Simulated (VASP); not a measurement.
# TiO2 (C2/c) in VASP: further runs, part 2 of 2

VASP 6.6.1. The steps go on from the part before.

### Step 3. Single point, r2SCAN (strain -0.0450 x Voigt [1, 0, 0, 0, 0, 0])

POSCAR

```
TiO2
1.0
    2.5509578384     -2.6712510909     -0.0201684190
    2.5509578384      2.6712510909     -0.0201684190
   -2.5167510112      0.0000000000      4.8120473783
Ti O
2 4
Direct
    0.1249747467      0.8750252533      0.2500000000
    0.8750252533      0.1249747467      0.7500000000
    0.3322819419      0.0822483592      0.6645446501
    0.6677180581      0.9177516408      0.3354553499
    0.9177516408      0.6677180581      0.8354553499
    0.0822483592      0.3322819419      0.1645446501
```

INCAR.step1

```
PREC = Accurate ; ENCUT = 520
ISMEAR = 0 ; SIGMA = 0.05
LREAL = F ; LASPH = T
NELM = 100 ; NBANDS = 33
GGA = PE ; ALGO = Normal
EDIFF = 1E-4 ; LWAVE = T
LCHARG = F
```

INCAR.step2

```
PREC = Accurate ; ENCUT = 520
EDIFF = 1E-6 ; ISMEAR = 0
SIGMA = 0.05 ; LREAL = F
LASPH = T ; NELM = 100
ALGO = Normal ; ISIF = 2
LWAVE = F ; LCHARG = F
METAGGA = R2SCAN ; LMIXTAU = T
NBANDS = 33 ; ISTART = 1
```

KPOINTS

```
regular mesh
0
Gamma
  6 6 6
```

Potentials or basis: VASP PAW PBE potentials, release 64 (Ti_sv, O).

Command:

```
$ cat potpaw_PBE.64/Ti_sv/POTCAR potpaw_PBE.64/O/POTCAR > POTCAR
$ cp INCAR.step1 INCAR
$ mpirun -np 1 vasp_std > vasp.out
$ cp INCAR.step2 INCAR
$ mpirun -np 1 vasp_std > vasp.out
```

OUTCAR:

```text
PREC = Accurate
   ENCUT = 520
   EDIFF = 1E-6
   ISMEAR = 0
   LREAL = F
   LASPH = T
   NELM = 100
   ISIF = 2
   METAGGA = R2SCAN
   ISTART = 1

 ion  position               nearest neighbor table
   1  0.125  0.875  0.250-   4 1.89   6 1.89   6 1.89   4 1.89   3 1.99   5 1.99
   2  0.875  0.125  0.750-   5 1.89   3 1.89   5 1.89   3 1.89   6 1.99   4 1.99
   3  0.332  0.082  0.665-   2 1.89   2 1.89   1 1.99
   4  0.668  0.918  0.335-   1 1.89   1 1.89   2 1.99
   5  0.918  0.668  0.835-   2 1.89   2 1.89   1 1.99
   6  0.082  0.332  0.165-   1 1.89   1 1.89   2 1.99

  Warning from LATTYP: Got some problem with cell dimensions!
  Tried to take original basis but could not verify dimensions!
  LATTYP: Found a base centered monoclinic cell.
 ALAT       =     5.1020751301
 B/A-ratio  =     1.0471233852
 C/A-ratio  =     1.0636842833
 COS(beta)  =    -0.4693864444

  Lattice vectors:

 A1 = (  -2.5509578384,   2.6712510909,   0.0201684190)
 A2 = (  -2.5509578384,  -2.6712510909,   0.0201684190)
 A3 = (   2.5851646656,   0.0000000000,   4.7717105403)

Analysis of symmetry for initial positions (statically):
=====================================================================
 Subroutine PRICEL returns:
 Original cell was already a primitive cell.

 Routine SETGRP: Setting up the symmetry group for a
 base centered monoclinic supercell.

 Subroutine GETGRP returns: Found  4 space group operations
 (whereof  2 operations were pure point group operations)
 out of a pool of  4 trial point group operations.

The static configuration has the point symmetry S_2 .
 The point group associated with its full space group is C_2h.

Analysis of symmetry for dynamics (positions and initial velocities):
=====================================================================
 Subroutine PRICEL returns:
 Original cell was already a primitive cell.

 Routine SETGRP: Setting up the symmetry group for a
 base centered monoclinic supercell.

 Subroutine GETGRP returns: Found  4 space group operations
[... 134 lines left out ...]
  Fermi-wavevector in a.u.,A,eV,Ry     =   1.477392  2.791866 29.697269  2.182688
  Thomas-Fermi vector in A             =   2.591802
   LORBIT       =      0    0 simple, 1 ext, 2 COOP (PROOUT), +10 PAW based schemes
   METAGGA = R2SCAN    functional components
   LHFCALC =     F    Hartree Fock is set to
   AEXX    =    0.0000 exact exchange contribution
   IVDW    =     0    specifies the selected vdW correction
   LEPSILON=     F    determine dielectric tensor
   LRPA    =     F    only Hartree local field effects (RPA)
 non-spin polarized calculation
 Gauss-broadening in eV      SIGMA  =   0.05
  energy-cutoff  :      520.00
  volume of cell :       65.31
 maximum number of plane-waves:      1772
   NGX = 13   NGY = 13   NGZ = 21

 number of electron      48.0000018 magnetization

 Free energy of the ion-electron system (eV)
  ---------------------------------------------------
  ext. energy  EPLUGINS =         0.00000000
  ---------------------------------------------------
  free energy    TOTEN  =       -69.67363596 eV

  energy without entropy =      -69.67363596  energy(sigma->0) =      -69.67363596

 E-fermi :   3.7855     XC(G=0): -11.7040

 val. band max:        3.4542099704   @ k =  -0.3333   0.3333   0.0000
 cond. band min:       6.1729747957   @ k =   0.0000   0.0000   0.0000
 fundamental gap:      2.7187648253
 Fermi energy:         3.7854924987

 k-point     1 :       0.0000    0.0000    0.0000
  band No.  band energies     occupation
      1     -54.9138      2.00000
      2     -54.8462      2.00000
      3     -30.3842      2.00000
      4     -30.1188      2.00000
      5     -30.1169      2.00000
      6     -30.0478      2.00000
[... 853 lines left out ...]
     32      10.5302      0.00000
     33      10.7350      0.00000

 [... further k-points ...]

------------------------ aborting loop because EDIFF is reached ----------------------------------------

  FORCE on cell =-STRESS in cart. coord.  units (eV):
  Direction    XX          YY          ZZ          XY          YZ          ZX
  --------------------------------------------------------------------------------------
  -------------------------------------------------------------------------------------
  Total        7.3072250      5.0109380      3.3752529      0.0000000      0.0000000      0.0024858
  in kB      179.2605491    122.9281287     82.8015675      0.0000000      0.0000000      0.0609805
  external PRESSURE =     128.3300818 kB  Pullay stress =       0.0000000 kB

 VOLUME and BASIS-vectors are now :
 -----------------------------------------------------------------------------
  energy-cutoff  :      520.00
  volume of cell :       65.31
      direct lattice vectors                 reciprocal lattice vectors
     2.550957838 -2.671251091 -0.020168419     0.196818659 -0.187178211  0.102938213
     2.550957838  2.671251091 -0.020168419     0.196818659  0.187178211  0.102938213
    -2.516751011  0.000000000  4.812047378     0.001649826  0.000000000  0.208674629

 POSITION                                       TOTAL-FORCE (eV/Angst)
 -----------------------------------------------------------------------------------
      1.92177      2.00357      1.18284         0.000000      0.002159      0.000000
      0.66339     -2.00357      3.58887         0.000000     -0.002159      0.000000
     -0.61504     -0.66790      3.18946        -0.000455     -0.002535     -0.064183
      3.20021      0.66790      1.58225         0.000455      0.002535      0.064183
      1.94183     -0.66790      3.98827         0.000455     -0.002535      0.064183
      0.64333      0.66790      0.78344        -0.000455      0.002535     -0.064183
 -----------------------------------------------------------------------------------
    total drift:                                0.000000      0.000000     -0.000000

  FREE ENERGIE OF THE ION-ELECTRON SYSTEM (eV)
  ---------------------------------------------------
  free  energy   TOTEN  =       -69.6736359577 eV

  energy  without entropy=      -69.6736359577  energy(sigma->0) =      -69.67363596
```

OUTCAR.step1:

```text
PREC = Accurate
   ENCUT = 520
   ISMEAR = 0
   LREAL = F
[... 1107 lines left out ...]
     -0.61504     -0.66790      3.18946         0.000699     -0.002860      0.012105
      3.20021      0.66790      1.58225        -0.000699      0.002860     -0.012105
      1.94183     -0.66790      3.98827        -0.000699     -0.002860     -0.012105
      0.64333      0.66790      0.78344         0.000699      0.002860      0.012105
 -----------------------------------------------------------------------------------
    total drift:                                0.000000      0.000000     -0.000000

  FREE ENERGIE OF THE ION-ELECTRON SYSTEM (eV)
  ---------------------------------------------------
  free  energy   TOTEN  =       -53.5808021508 eV

  energy  without entropy=      -53.5808021508  energy(sigma->0) =      -53.58080215
```

Wall time 4 min (1 thread of Intel Xeon 6975P-C (Granite Rapids), shared host); peak memory 0.25 GiB.

What came out:

| Quantity | Value |
| --- | --- |
| Free energy | -69.6736 eV |
| Pressure | 12.8 GPa |
| Largest force | 0.064 eV/Å |
| Band gap on the k mesh | 2.72 eV (least direct gap 2.98 eV) |

Forces in eV/Å, atoms in the order of the input:
```
Ti   0.000  0.002  0.000
Ti   0.000 -0.002  0.000
O    0.000 -0.003 -0.064
O    0.000  0.003  0.064
O    0.000 -0.003  0.064
O    0.000  0.003 -0.064
```

Levels at points of the mesh, in eV from the valence-band top:
| k point | band 22 | band 23 | band 24 | band 25 | band 26 | band 27 |
| --- | --- | --- | --- | --- | --- | --- |
| (0.00, 0.00, 0.00) | -0.79 | -0.70 | -0.31 | 2.72 | 3.44 | 4.71 |
| (0.50, 0.00, 0.00) | -1.03 | -0.87 | -0.71 | 3.94 | 4.20 | 4.26 |
| (0.50, 0.50, 0.00) | -2.21 | -0.02 | -0.02 | 3.89 | 3.89 | 4.48 |
| (0.00, 0.00, 0.50) | -1.32 | -0.10 | -0.10 | 3.06 | 3.06 | 4.52 |
| (0.50, 0.00, 0.50) | -1.03 | -0.87 | -0.71 | 3.94 | 4.21 | 4.26 |
| (0.50, 0.50, 0.50) | -2.21 | -0.01 | -0.01 | 3.99 | 3.99 | 4.43 |

Caveat: the cell differs from its parent crystal (strain -0.0450 x Voigt [1, 0, 0, 0, 0, 0]); the stress differs along the axes, from 8 to 18 GPa; the PAW data sets were made with another functional, which shifts forces and pressure a little.
